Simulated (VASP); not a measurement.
# PtSe2 (Sudovikovite) (P-3m1) in VASP: settings compared

The runs below take PtSe2 (Sudovikovite) through relaxation of cell and atoms, single point, with SVWN5, PBEsol+D3(BJ), PBEsol+D4, PBEsol.

Everything below comes from runs of VASP 6.6.1. Logs are shortened: lines on timing, memory, paths and dates and some standing lists are left out, and cuts for length are marked.

**1. The cell of the first run**

The structure is trigonal, space group P-3m1 (No. 164). Conventional cell: a = 3.724 Å, b = 3.724 Å, c = 5.062 Å, α = 90.00°, β = 90.00°, γ = 120.00°. Pt (site symmetry -3m) has 6 Se at 2.49 Å within 3.3 Å. Within 3.3 Å of Se (site symmetry 3m) lie 3 Pt at 2.49 Å.

**2. Relaxation of cell and atoms, SVWN5**

The input, INCAR:

```
SYSTEM = PtSe2
ALGO = Normal
EDIFF = 1E-6
EDIFFG = -0.01
ENCUT = 600
GGA = VW
IBRION = 2
ISIF = 3
ISMEAR = -1
LASPH = .True.
LCHARG = .False.
LREAL = .False.
LWAVE = .False.
NELM = 60
NSW = 60
PREC = Accurate
SIGMA = 0.05
```

The input, KPOINTS:

```
k-points
0
Gamma
  8 8 5
  0 0 0
```

The input, POSCAR:

```
PtSe2
1.0
    3.7240000000      0.0000000000      0.0000000000
   -1.8620000000      3.2250786037      0.0000000000
    0.0000000000      0.0000000000      5.0620000000
Pt Se
1 2
Direct
    0.0000000000      0.0000000000      0.0000000000
    0.6666666667      0.3333333333      0.7500000000
    0.3333333333      0.6666666667      0.2500000000
```

Potentials or basis: VASP PAW PBE potentials, release 64 (Pt, Se).

Run with:

```bash
$ cat potpaw_PBE.64/Pt/POTCAR potpaw_PBE.64/Se/POTCAR > POTCAR
$ mpirun -np 1 vasp_std > vasp.out
```

OUTCAR:

```text
SYSTEM = PtSe2
   EDIFF = 1E-6
   EDIFFG = -0.01
   ENCUT = 600
   GGA = VW
   IBRION = 2
   ISIF = 3
   ISMEAR = -1
   LASPH = .True.
   LREAL = .False.
   NELM = 60
   NSW = 60
   PREC = Accurate

 ion  position               nearest neighbor table
   1  0.000  0.000  0.000-   2 2.49   3 2.49   2 2.49   3 2.49   2 2.49   3 2.49
   2  0.667  0.333  0.750-   1 2.49   1 2.49   1 2.49
   3  0.333  0.667  0.250-   1 2.49   1 2.49   1 2.49

  LATTYP: Found a hexagonal cell.
 ALAT       =     3.7240000000
 C/A-ratio  =     1.3592910849

  Lattice vectors:

 A1 = (   3.7240000000,   0.0000000000,   0.0000000000)
 A2 = (  -1.8620000000,   3.2250786037,   0.0000000000)
 A3 = (   0.0000000000,   0.0000000000,   5.0620000000)

Analysis of symmetry for initial positions (statically):
=====================================================================
 Subroutine PRICEL returns:
 Original cell was already a primitive cell.

 Routine SETGRP: Setting up the symmetry group for a
 hexagonal supercell.

 Subroutine GETGRP returns: Found 12 space group operations
 (whereof 12 operations were pure point group operations)
 out of a pool of 24 trial point group operations.

The static configuration has the point symmetry D_3d.

Analysis of symmetry for dynamics (positions and initial velocities):
=====================================================================
 Subroutine PRICEL returns:
 Original cell was already a primitive cell.

 Routine SETGRP: Setting up the symmetry group for a
 hexagonal supercell.

 Subroutine GETGRP returns: Found 12 space group operations
 (whereof 12 operations were pure point group operations)
 out of a pool of 24 trial point group operations.

The dynamic configuration has the point symmetry D_3d.

 Subroutine INISYM returns: Found 12 space group operations
 (whereof 12 operations are pure point group operations),
 and found     1 'primitive' translations

----------------------------------------------------------------------------------------

                                     Primitive cell

  volume of cell :      60.7956

  direct lattice vectors                    reciprocal lattice vectors
     3.724000000  0.000000000  0.000000000     0.268528464  0.155034981  0.000000000
    -1.862000000  3.225078604  0.000000000     0.000000000  0.310069962  0.000000000
     0.000000000  0.000000000  5.062000000     0.000000000  0.000000000  0.197550375

  length of vectors
     3.724000000  3.724000000  5.062000000     0.310069962  0.310069962  0.197550375

  position of ions in fractional coordinates (direct lattice)
     0.000000000  0.000000000  0.000000000
     0.666666667  0.333333333  0.750000000
     0.333333333  0.666666667  0.250000000

  ion indices of the primitive-cell ions
   primitive index   ion index
                 1           1
                 2           2
                 3           3

----------------------------------------------------------------------------------------

 KPOINTS: k-points

Automatic generation of k-mesh.
 Grid dimensions read from file:
 generate k-points for:    8    8    5

 Generating k-lattice:

  Cartesian coordinates                     Fractional coordinates (reciprocal lattice)
     0.033566058  0.019379373  0.000000000     0.125000000  0.000000000  0.000000000
     0.000000000  0.038758745  0.000000000     0.000000000  0.125000000  0.000000000
     0.000000000  0.000000000  0.039510075     0.000000000  0.000000000  0.200000000

  Length of vectors
     0.038758745  0.038758745  0.039510075

  Shift w.r.t. Gamma in fractional coordinates (k-lattice)
     0.000000000  0.000000000  0.000000000

 Subroutine IBZKPT returns following result:
 ===========================================

 Found     40 irreducible k-points:

 Following reciprocal coordinates:
            Coordinates               Weight
  0.000000  0.000000  0.000000      1.000000
  0.125000 -0.000000  0.000000      6.000000
  0.250000 -0.000000  0.000000      6.000000
  0.375000  0.000000  0.000000      6.000000
  0.500000 -0.000000  0.000000      3.000000
  0.125000  0.125000  0.000000      6.000000
[... 16 lines left out ...]
 -0.125000  0.500000  0.200000     12.000000
  0.250000  0.250000  0.200000     12.000000
 [... further k-points ...]
   k-points           NKPTS =     40   k-points in BZ     NKDIM =     40   number of bands    NBANDS=     15
   number of dos      NEDOS =    301   number of ions     NIONS =      3
   total plane-waves  NPLWV =  36000
   dimension x,y,z NGX =    30 NGY =   30 NGZ =   40
   dimension x,y,z NGXF=    60 NGYF=   60 NGZF=   80
   ions per type =               1   2
   NGX,Y,Z   is equivalent  to a cutoff of  13.39, 13.39, 13.14 a.u.
   NGXF,Y,Z  is equivalent  to a cutoff of  26.79, 26.79, 26.27 a.u.
 SYSTEM =  PtSe2
   PREC   = accura    normal or accurate (medium, high low for compatibility)
   ISTART =      0    job   : 0-new  1-cont  2-samecut
   ICHARG =      2    charge: 1-file 2-atom 10-const
   ISPIN  =      1    spin polarized calculation?
   LNONCOLLINEAR =      F non collinear calculations
   LSORBIT =      F    spin-orbit coupling
   LASPH  =      T    aspherical Exc in radial PAW
   ENCUT  =  600.0 eV  44.10 Ry    6.64 a.u.   7.44  7.44 10.11*2*pi/ulx,y,z
   NELM   =     60;   NELMIN=  2; NELMDL= -5     # of ELM steps
   EDIFF  = 0.1E-05   stopping-criterion for ELM
   LREAL  =      F    real-space projection
   EDIFFG = -.1E-01   stopping-criterion for IOM
   NSW    =     60    number of steps for IOM
   IBRION =      2    ionic relax: 0-MD 1-quasi-New 2-CG
   NFREE  =      1    steps in history (QN), initial steepest desc. (CG)
   ISIF   =      3    stress and relaxation
   ISYM   =      2    0-nonsym 1-usesym 2-fastsym
   POTIM  = 0.5000    time-step for ionic-motion
   TEBEG  =    0.0;   TEEND  =   0.0 temperature during run
   PSTRESS=    0.0 pullay stress
   NELECT =      22.0000    total number of electrons
   NUPDOWN=      -1.0000    fix difference up-down
   EMIN   =  10.00;   EMAX   =-10.00  energy-range for DOS
   EFERMI =   0.00;   METHOD = LEGACY
   ISMEAR =    -1;   SIGMA  =   0.05  broadening in eV -4-tet -1-fermi 0-gaus
   EFERMI_NEDOS =   21; number of points for ismear=-14 and -15
   IALGO  =     38    algorithm
   IMIX   =      4    mixing-type and parameters
     AMIX     =   0.40;   BMIX     =  1.00
     AMIX_MAG =   1.60;   BMIX_MAG =  1.00
  volume/ion in A,a.u.               =      20.27       136.76
  Fermi-wavevector in a.u.,A,eV,Ry     =   1.166608  2.204570 18.517184  1.360975
  Thomas-Fermi vector in A             =   2.303119
   LORBIT       =      0    0 simple, 1 ext, 2 COOP (PROOUT), +10 PAW based schemes
   GGA     = VW    functional components
   LHFCALC =     F    Hartree Fock is set to
   AEXX    =    0.0000 exact exchange contribution
   IVDW    =     0    specifies the selected vdW correction
   LEPSILON=     F    determine dielectric tensor
   LRPA    =     F    only Hartree local field effects (RPA)
 conjugate gradient relaxation of ions
 non-spin polarized calculation
  energy-cutoff  :      600.00
  volume of cell :       60.80
 maximum number of plane-waves:      2057
 NGX is ok and might be reduce to    30
   NGX = 15   NGY = 15   NGZ = 21

--------------------------------------- Ionic step        1  -------------------------------------------

 number of electron      21.9999999 magnetization

 Free energy of the ion-electron system (eV)
  ---------------------------------------------------
  ext. energy  EPLUGINS =         0.00000000
  ---------------------------------------------------
  free energy    TOTEN  =       -17.12936331 eV

  energy without entropy =      -17.12304380  energy(sigma->0) =      -17.12620356

------------------------ aborting loop because EDIFF is reached ----------------------------------------

  FORCE on cell =-STRESS in cart. coord.  units (eV):
  Direction    XX          YY          ZZ          XY          YZ          ZX
  --------------------------------------------------------------------------------------
  -------------------------------------------------------------------------------------
  Total        0.0084500      0.0084500     -0.3942351      0.0000000     -0.0000000      0.0000000
  in kB        0.2226860      0.2226860    -10.3894774      0.0000000     -0.0000000      0.0000000
  external PRESSURE =      -3.3147018 kB  Pullay stress =       0.0000000 kB
[... 92 lines left out ...]
  FREE ENERGIE OF THE ION-ELECTRON SYSTEM (eV)
  ---------------------------------------------------
  free  energy   TOTEN  =       -17.1537896980 eV

  energy  without entropy=      -17.1488218531  energy(sigma->0) =      -17.15130578

[... ionic steps 4 to 12 ...]

--------------------------------------- Ionic step       13  -------------------------------------------

 number of electron      22.0000003 magnetization

------------------------ aborting loop because EDIFF is reached ----------------------------------------
[... 69 lines left out ...]
--------------------------------------- Ionic step       15  -------------------------------------------

 number of electron      22.0000003 magnetization

 Free energy of the ion-electron system (eV)
  ---------------------------------------------------
  ext. energy  EPLUGINS =         0.00000000
  ---------------------------------------------------
  free energy    TOTEN  =       -17.16618987 eV

  energy without entropy =      -17.16249824  energy(sigma->0) =      -17.16434406

 E-fermi :   6.8431     XC(G=0): -11.2116

 val. band max:        6.7522434926   @ k =   0.3750   0.2500   0.0000
 cond. band min:       6.9585905613   @ k =  -0.1250   0.3750   0.2000
 fundamental gap:      0.2063470687
 Fermi energy:         6.8431342396

 k-point     1 :       0.0000    0.0000    0.0000
  band No.  band energies     occupation
      1      -9.1607      2.00000
      2      -5.8525      2.00000
      3      -0.5569      2.00000
      4       0.3413      2.00000
      5       0.3413      2.00000
      6       2.8895      2.00000
      7       2.8895      2.00000
      8       4.2923      2.00000
      9       5.7803      2.00000
     10       5.7803      2.00000
     11       7.6640      0.00000
     12       7.8845      0.00000
     13       7.8845      0.00000
     14       9.9603      0.00000
[... 401 lines left out ...]
      2      -6.7589      2.00000
      3      -0.0443      2.00000
      4       0.4165      2.00000
      5       0.9383      2.00000
      6       1.8826      2.00000
      7       2.1863      2.00000
      8       3.4307      2.00000
      9       3.6496      2.00000
     10       4.4314      2.00000
     11       5.2988      2.00000
     12       7.2202      0.00106
     13       8.3113      0.00000
     14      11.8132      0.00000
     15      13.8205      0.00000

 [... further k-points ...]

------------------------ aborting loop because EDIFF is reached ----------------------------------------

  FORCE on cell =-STRESS in cart. coord.  units (eV):
  Direction    XX          YY          ZZ          XY          YZ          ZX
  --------------------------------------------------------------------------------------
  -------------------------------------------------------------------------------------
  Total        0.0046744      0.0046744      0.0110970      0.0000000      0.0000000      0.0000000
  in kB        0.1299815      0.1299815      0.3085739      0.0000000      0.0000000      0.0000000
  external PRESSURE =       0.1895123 kB  Pullay stress =       0.0000000 kB
[... 18 lines left out ...]
  FREE ENERGIE OF THE ION-ELECTRON SYSTEM (eV)
  ---------------------------------------------------
  free  energy   TOTEN  =       -17.1661898749 eV

  energy  without entropy=      -17.1624982390  energy(sigma->0) =      -17.16434406

 reached required accuracy - stopping structural energy minimisation
```

Wall time 2.4 min (1 thread of Intel Xeon 6975P-C (Granite Rapids), shared host); peak memory 0.2 GiB.

What came out:

```yaml
Free_energy: -17.1662 eV
Relaxed_volume: 19.21 Å³/atom
Relaxed_cell: a = 3.740 Å, b = 3.740 Å, c = 4.757 Å, α = 90.00°, β = 90.00°, γ = 120.00°
Space_group_after_relaxing_to_0.05_Å: P-3m1 (No. 164)
Energy_gained_by_relaxing: 12.3 meV/atom
Ionic_steps: 15
Pressure_after_relaxing: 0.0 GPa
Largest_force_after_relaxing: 0.004 eV/Å
Band_gap_on_the_k_mesh: zero (band 11 reaches 7.66 eV, above the bottom of band 12 at 6.75 eV)
```

Forces in eV/Å, atoms in the order of the input:
```
Pt   0.000  0.000  0.000
Se   0.000  0.000  0.004
Se   0.000  0.000 -0.004
```

Step by step:
| step | energy change (eV) | largest force (eV/Å) | pressure (GPa) | volume (Å³) |
| --- | --- | --- | --- | --- |
| 1 | 0.0000 | 0.2174 | -0.33 | 60.80 |
| 2 | -0.0069 | 0.1874 | -0.41 | 60.43 |
| 3 | -0.0244 | 0.0785 | -0.53 | 59.32 |
| 4 | -0.0314 | 0.2266 | -0.12 | 57.10 |
| 5 | -0.0346 | 0.0684 | -0.34 | 58.06 |
| 6 | -0.0349 | 0.0942 | -0.32 | 57.89 |
| 7 | -0.0320 | 0.1542 | 1.97 | 56.82 |
| 8 | -0.0360 | 0.0100 | 0.44 | 57.52 |
| 9 | -0.0353 | 0.0104 | -0.63 | 57.77 |
| 10 | -0.0368 | 0.0106 | -0.01 | 57.63 |
| 11 | -0.0368 | 0.0103 | -0.01 | 57.63 |
| 12 | -0.0364 | 0.0104 | -0.32 | 57.70 |
| 13 | -0.0368 | 0.0105 | -0.03 | 57.63 |
| 14 | -0.0368 | 0.0111 | 0.18 | 57.58 |
| 15 | -0.0368 | 0.0045 | 0.02 | 57.62 |

Final structure:
```yaml
crystal:
  lattice:
    - [3.73981, 0.00000, 0.00000]
    - [-1.86991, 3.23877, 0.00000]
    - [0.00000, 0.00000, 4.75695]
  atoms:
    - { symbol: Pt, position: [0.00000, 0.00000, 0.00000] }
    - { symbol: Se, position: [0.66667, 0.33333, 0.73403] }
    - { symbol: Se, position: [0.33333, 0.66667, 0.26597] }
```

Caveat: the PAW data sets were made with another functional, which shifts forces and pressure a little; spin-orbit coupling is left out, which moves the levels of the heavy elements.

**3. Single point, PBEsol+D3(BJ)**

This run uses another cell than the first one, of 18.71 Å³/atom, 0.923 times its volume.

The input, INCAR:

```
PREC = Accurate
ENCUT = 520
EDIFF = 1E-6
ISMEAR = -1
SIGMA = 0.05
LREAL = False
LASPH = True
NELM = 100
ALGO = Normal
ISIF = 2
LWAVE = False
LCHARG = True
GGA = PS
IVDW = 12
LELF = True
LVHAR = True
NBANDS = 18
```

The input, KPOINTS:

```
Automatic mesh
0
Gamma
  8 8 5
```

The input, POSCAR:

```
PtSe2
1.0
    3.7359399437      0.0000000000      0.0000000000
   -1.8679699719      3.2354188983      0.0000000000
    0.0000000000      0.0000000000      4.6434449045
Pt Se
1 2
Direct
    0.0000000000      0.0000000000      0.0000000000
    0.6666666667      0.3333333333      0.7277932855
    0.3333333333      0.6666666667      0.2722067145
```

Potentials or basis: VASP PAW PBE potentials, release 64 (Pt, Se).

Run with:

```bash
$ cat potpaw_PBE.64/Pt/POTCAR potpaw_PBE.64/Se/POTCAR > POTCAR
$ mpirun -np 1 vasp_std > vasp.out
```

Wall time 27 s (1 thread of Intel Xeon Platinum 8559C (Emerald Rapids), shared host); peak memory 0.2 GiB.

The run converged. Its results:

```
Free energy                : -17.2656 eV
Pressure                   : 0.1 GPa
Largest force              : 0.014 eV/Å
Band gap on the k mesh     : zero (band 11 reaches 8.24 eV, above the bottom of band 12 at 7.26 eV)
Dispersion energy per atom : -0.464 eV
```

Forces in eV/Å, atoms in the order of the input:
```
Pt   0.000  0.000  0.000
Se   0.000  0.000 -0.014
Se   0.000  0.000  0.014
```

Levels at points of the mesh, in eV from the Fermi level:
```tsv
k point	band 7	band 8	band 9	band 10	band 11	band 12	band 13	band 14	band 15	band 16
(0.00, 0.00, 0.00)	-4.00	-2.59	-1.09	-1.09	0.86	0.86	0.91	2.95	4.25	7.12
(0.50, 0.00, 0.00)	-4.12	-3.74	-3.50	-3.43	-3.09	0.41	2.73	5.17	6.17	6.93
```

Caveat: the PAW data sets were made with another functional, which shifts forces and pressure a little; spin-orbit coupling is left out, which moves the levels of the heavy elements; pairwise dispersion overbinds metals, which lowers pressure and volume.

(Part 1 of 3 ends here.)
